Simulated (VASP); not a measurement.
# CaPd4 (Pm-3m) in VASP: single point with PBE

Aim: the single point of CaPd4 with PBE.

All numbers are computed with VASP 6.6.1; they aren't measurements. Logs are shortened: lines on timing, memory, paths and dates and some standing lists are left out, and cuts for length are marked.

### Step 1. The cell of the first run

Symmetry: Pm-3m, No. 221, cubic system. Conventional cell: a = 4.408 Å, b = 4.408 Å, c = 4.408 Å, α = 90.00°, β = 90.00°, γ = 90.00°. Ca (site symmetry m-3m) has 6 Pd at 2.20 Å within 2.9 Å. Pd (site symmetry 4/mmm) has 2 Ca at 2.20 Å within 2.9 Å. Pd (site symmetry m-3m) has 12 Pd at 3.12 Å and 8 Ca at 3.82 Å within 4.1 Å.

### Step 2. Single point, PBE

File INCAR:

```
PREC = Accurate
ENCUT = 500
EDIFF = 1E-6
ISMEAR = 0
SIGMA = 0.1
LREAL = False
LASPH = True
NELM = 120
ALGO = Normal
ISIF = 2
LWAVE = False
LCHARG = False
GGA = PE
NBANDS = 33
GGA_COMPAT = False
```

File KPOINTS:

```
regular mesh
0
Gamma
  4 4 4
```

File POSCAR:

```
CaPd4
1.0
    4.4080551700      0.0000000000      0.0000000000
    0.0000000000      4.4080551700      0.0000000000
    0.0000000000      0.0000000000      4.4080551700
Ca Pd
1 4
Direct
    0.5000000000      0.5000000000      0.5000000000
    0.0000000000      0.5000000000      0.5000000000
    0.5000000000      0.0000000000      0.5000000000
    0.5000000000      0.5000000000      0.0000000000
    0.0000000000      0.0000000000      0.0000000000
```

Potentials or basis: VASP PAW PBE potentials, release 64 (Ca_sv, Pd).

Launch:

```
$ cat potpaw_PBE.64/Ca_sv/POTCAR potpaw_PBE.64/Pd/POTCAR > POTCAR
$ mpirun -np 1 vasp_std > vasp.out
```

OUTCAR:

```text
PREC = Accurate
   ENCUT = 500
   EDIFF = 1E-6
   ISMEAR = 0
   LREAL = False
   LASPH = True
   NELM = 120
   ISIF = 2
   GGA = PE

 ion  position               nearest neighbor table
   1  0.500  0.500  0.500-   2 2.20   3 2.20   4 2.20   4 2.20   3 2.20   2 2.20
   2  0.000  0.500  0.500-   1 2.20   1 2.20   4 3.12   5 3.12   4 3.12   5 3.12   3 3.12   5 3.12
                             5 3.12   3 3.12   3 3.12   4 3.12   4 3.12   3 3.12
   3  0.500  0.000  0.500-   1 2.20   1 2.20   4 3.12   5 3.12   4 3.12   5 3.12   2 3.12   2 3.12
                             4 3.12   4 3.12   2 3.12   5 3.12   5 3.12   2 3.12
   4  0.500  0.500  0.000-   1 2.20   1 2.20   3 3.12   5 3.12   2 3.12   2 3.12   3 3.12   3 3.12
                             5 3.12   3 3.12   2 3.12   5 3.12   2 3.12   5 3.12
   5  0.000  0.000  0.000-   2 3.12   3 3.12   4 3.12   2 3.12   3 3.12   2 3.12   4 3.12   2 3.12
                             3 3.12   4 3.12   3 3.12   4 3.12

  LATTYP: Found a simple cubic cell.
 ALAT       =     4.4080551700

  Lattice vectors:

 A1 = (   4.4080551700,   0.0000000000,   0.0000000000)
 A2 = (   0.0000000000,   4.4080551700,   0.0000000000)
 A3 = (   0.0000000000,   0.0000000000,   4.4080551700)

Analysis of symmetry for initial positions (statically):
=====================================================================
 Subroutine PRICEL returns:
 Original cell was already a primitive cell.

 Routine SETGRP: Setting up the symmetry group for a
 simple cubic supercell.

 Subroutine GETGRP returns: Found 48 space group operations
 (whereof 48 operations were pure point group operations)
 out of a pool of 48 trial point group operations.

The static configuration has the point symmetry O_h .

Analysis of symmetry for dynamics (positions and initial velocities):
=====================================================================
 Subroutine PRICEL returns:
 Original cell was already a primitive cell.

 Routine SETGRP: Setting up the symmetry group for a
 simple cubic supercell.

 Subroutine GETGRP returns: Found 48 space group operations
 (whereof 48 operations were pure point group operations)
 out of a pool of 48 trial point group operations.

The dynamic configuration has the point symmetry O_h .

 Subroutine INISYM returns: Found 48 space group operations
 (whereof 48 operations are pure point group operations),
 and found     1 'primitive' translations

----------------------------------------------------------------------------------------

                                     Primitive cell

  volume of cell :      85.6527

  direct lattice vectors                    reciprocal lattice vectors
     4.408055170  0.000000000  0.000000000     0.226857415  0.000000000  0.000000000
     0.000000000  4.408055170  0.000000000     0.000000000  0.226857415  0.000000000
     0.000000000  0.000000000  4.408055170     0.000000000  0.000000000  0.226857415

  length of vectors
     4.408055170  4.408055170  4.408055170     0.226857415  0.226857415  0.226857415

  position of ions in fractional coordinates (direct lattice)
     0.500000000  0.500000000  0.500000000
     0.000000000  0.500000000  0.500000000
     0.500000000  0.000000000  0.500000000
     0.500000000  0.500000000  0.000000000
     0.000000000  0.000000000  0.000000000

  ion indices of the primitive-cell ions
   primitive index   ion index
                 1           1
                 2           2
                 3           3
                 4           4
                 5           5

----------------------------------------------------------------------------------------

 KPOINTS: regular mesh

Automatic generation of k-mesh.
 Grid dimensions read from file:
 generate k-points for:    4    4    4

 Generating k-lattice:

  Cartesian coordinates                     Fractional coordinates (reciprocal lattice)
     0.056714354  0.000000000  0.000000000     0.250000000  0.000000000  0.000000000
     0.000000000  0.056714354  0.000000000     0.000000000  0.250000000  0.000000000
     0.000000000  0.000000000  0.056714354     0.000000000  0.000000000  0.250000000

  Length of vectors
     0.056714354  0.056714354  0.056714354

  Shift w.r.t. Gamma in fractional coordinates (k-lattice)
     0.000000000  0.000000000  0.000000000

 Subroutine IBZKPT returns following result:
 ===========================================

 Found     10 irreducible k-points:

 Following reciprocal coordinates:
            Coordinates               Weight
  0.000000  0.000000  0.000000      1.000000
  0.250000  0.000000  0.000000      6.000000
  0.500000  0.000000  0.000000      3.000000
  0.250000  0.250000  0.000000     12.000000
  0.500000  0.250000  0.000000     12.000000
  0.500000  0.500000  0.000000      3.000000
  0.250000  0.250000  0.250000      8.000000
  0.500000  0.250000  0.250000     12.000000
  0.500000  0.500000  0.250000      6.000000
  0.500000  0.500000  0.500000      1.000000
   k-points           NKPTS =     10   k-points in BZ     NKDIM =     10   number of bands    NBANDS=     33
   number of dos      NEDOS =    301   number of ions     NIONS =      5
   total plane-waves  NPLWV =  32768
   dimension x,y,z NGX =    32 NGY =   32 NGZ =   32
   dimension x,y,z NGXF=    64 NGYF=   64 NGZF=   64
   ions per type =               1   4
   NGX,Y,Z   is equivalent  to a cutoff of  12.07, 12.07, 12.07 a.u.
   NGXF,Y,Z  is equivalent  to a cutoff of  24.14, 24.14, 24.14 a.u.
 SYSTEM =  unknown system
   PREC   = accura    normal or accurate (medium, high low for compatibility)
   ISTART =      0    job   : 0-new  1-cont  2-samecut
   ICHARG =      2    charge: 1-file 2-atom 10-const
   ISPIN  =      1    spin polarized calculation?
   LNONCOLLINEAR =      F non collinear calculations
   LSORBIT =      F    spin-orbit coupling
   LASPH  =      T    aspherical Exc in radial PAW
   ENCUT  =  500.0 eV  36.75 Ry    6.06 a.u.   8.04  8.04  8.04*2*pi/ulx,y,z
   NELM   =    120;   NELMIN=  2; NELMDL= -5     # of ELM steps
   EDIFF  = 0.1E-05   stopping-criterion for ELM
   LREAL  =      F    real-space projection
   EDIFFG = 0.1E-04   stopping-criterion for IOM
   NSW    =      0    number of steps for IOM
   IBRION =     -1    ionic relax: 0-MD 1-quasi-New 2-CG
   NFREE  =      0    steps in history (QN), initial steepest desc. (CG)
   ISIF   =      2    stress and relaxation
   ISYM   =      2    0-nonsym 1-usesym 2-fastsym
   POTIM  = 0.5000    time-step for ionic-motion
   TEBEG  =    0.0;   TEEND  =   0.0 temperature during run
   PSTRESS=    0.0 pullay stress
   NELECT =      50.0000    total number of electrons
   NUPDOWN=      -1.0000    fix difference up-down
   EMIN   =  10.00;   EMAX   =-10.00  energy-range for DOS
   EFERMI =   0.00;   METHOD = LEGACY
   ISMEAR =     0;   SIGMA  =   0.10  broadening in eV -4-tet -1-fermi 0-gaus
   EFERMI_NEDOS =   21; number of points for ismear=-14 and -15
   IALGO  =     38    algorithm
   IMIX   =      4    mixing-type and parameters
     AMIX     =   0.40;   BMIX     =  1.00
     AMIX_MAG =   1.60;   BMIX_MAG =  1.00
  volume/ion in A,a.u.               =      17.13       115.60
  Fermi-wavevector in a.u.,A,eV,Ry     =   1.368205  2.585532 25.469898  1.871985
  Thomas-Fermi vector in A             =   2.494190
   LORBIT       =      0    0 simple, 1 ext, 2 COOP (PROOUT), +10 PAW based schemes
   GGA     = PE    functional components
   LHFCALC =     F    Hartree Fock is set to
   AEXX    =    0.0000 exact exchange contribution
   IVDW    =     0    specifies the selected vdW correction
   LEPSILON=     F    determine dielectric tensor
   LRPA    =     F    only Hartree local field effects (RPA)
 non-spin polarized calculation
 Gauss-broadening in eV      SIGMA  =   0.10
  energy-cutoff  :      500.00
  volume of cell :       85.65
 maximum number of plane-waves:      2192
   NGX = 17   NGY = 17   NGZ = 17

 number of electron      50.0000044 magnetization

 Free energy of the ion-electron system (eV)
  ---------------------------------------------------
  ext. energy  EPLUGINS =         0.00000000
  ---------------------------------------------------
  free energy    TOTEN  =       -16.54756390 eV

  energy without entropy =      -16.50815380  energy(sigma->0) =      -16.52785885

 E-fermi :   6.9023     XC(G=0): -11.8416

 val. band max:        6.8950312989   @ k =   0.5000   0.0000   0.0000
 cond. band min:       6.9172927537   @ k =   0.5000   0.2500   0.2500
 fundamental gap:      0.0222614547
 Fermi energy:         6.9023398803

 k-point     1 :       0.0000    0.0000    0.0000
  band No.  band energies     occupation
      1     -32.0393      2.00000
      2     -13.2710      2.00000
      3     -13.2710      2.00000
      4     -13.2710      2.00000
      5       1.7607      2.00000
      6       2.1909      2.00000
[... 25 lines left out ...]
     32      15.3089      0.00000
     33      15.3089      0.00000

 k-point     2 :       0.2500    0.0000    0.0000
  band No.  band energies     occupation
      1     -32.0090      2.00000
      2     -13.5249      2.00000
      3     -13.2849      2.00000
      4     -13.2849      2.00000
      5       2.2868      2.00000
      6       2.2919      2.00000
[... 25 lines left out ...]
     32      14.4174      0.00000
     33      15.2438      0.00000

 k-point     3 :       0.5000    0.0000    0.0000
  band No.  band energies     occupation
      1     -31.9783      2.00000
      2     -13.7671      2.00000
      3     -13.2988      2.00000
      4     -13.2988      2.00000
      5       2.3959      2.00000
      6       3.2651      2.00000
[... 25 lines left out ...]
     32      13.9524      0.00000
     33      14.7578      0.00000

 k-point     4 :       0.2500    0.2500    0.0000
  band No.  band energies     occupation
      1     -31.9786      2.00000
      2     -13.5389      2.00000
      3     -13.5378      2.00000
      4     -13.2988      2.00000
      5       2.6758      2.00000
      6       2.7041      2.00000
[... 169 lines left out ...]
     32      12.6535      0.00000
     33      14.2876      0.00000

 k-point     9 :       0.5000    0.5000    0.2500
  band No.  band energies     occupation
      1     -31.8866      2.00000
      2     -13.8066      2.00000
      3     -13.8066      2.00000
      4     -13.5788      2.00000
      5       3.3695      2.00000
      6       3.3695      2.00000
[... 25 lines left out ...]
     32      12.0355      0.00000
     33      12.2068      0.00000

 k-point    10 :       0.5000    0.5000    0.5000
  band No.  band energies     occupation
      1     -31.8558      2.00000
      2     -13.8199      2.00000
      3     -13.8199      2.00000
      4     -13.8199      2.00000
      5       3.2864      2.00000
      6       3.3263      2.00000
[... 25 lines left out ...]
     32      11.6228      0.00000
     33      12.1036      0.00000

------------------------ aborting loop because EDIFF is reached ----------------------------------------

  FORCE on cell =-STRESS in cart. coord.  units (eV):
  Direction    XX          YY          ZZ          XY          YZ          ZX
  --------------------------------------------------------------------------------------
  -------------------------------------------------------------------------------------
  Total       14.4800598     14.4800598     14.4800598     -0.0000000     -0.0000000      0.0000000
  in kB      270.8568805    270.8568805    270.8568805     -0.0000000     -0.0000000      0.0000000
  external PRESSURE =     270.8568805 kB  Pullay stress =       0.0000000 kB

 VOLUME and BASIS-vectors are now :
 -----------------------------------------------------------------------------
  energy-cutoff  :      500.00
  volume of cell :       85.65
      direct lattice vectors                 reciprocal lattice vectors
     4.408055170  0.000000000  0.000000000     0.226857415  0.000000000  0.000000000
     0.000000000  4.408055170  0.000000000     0.000000000  0.226857415  0.000000000
     0.000000000  0.000000000  4.408055170     0.000000000  0.000000000  0.226857415

 POSITION                                       TOTAL-FORCE (eV/Angst)
 -----------------------------------------------------------------------------------
      2.20403      2.20403      2.20403         0.000000      0.000000      0.000000
      0.00000      2.20403      2.20403         0.000000      0.000000      0.000000
      2.20403      0.00000      2.20403         0.000000      0.000000      0.000000
      2.20403      2.20403      0.00000         0.000000      0.000000      0.000000
      0.00000      0.00000      0.00000         0.000000      0.000000      0.000000
 -----------------------------------------------------------------------------------
    total drift:                                0.000000     -0.000000     -0.000000

  FREE ENERGIE OF THE ION-ELECTRON SYSTEM (eV)
  ---------------------------------------------------
  free  energy   TOTEN  =       -16.5475639034 eV

  energy  without entropy=      -16.5081538028  energy(sigma->0) =      -16.52785885
```

Wall time 40 s (1 thread of Intel Xeon 8259CL, shared host); peak memory 0.18 GiB.

Results:

```
Free energy            : -16.5476 eV
Pressure               : 27.1 GPa
Band gap on the k mesh : zero (band 25 reaches 7.96 eV, above the bottom of band 26 at 6.86 eV)
```
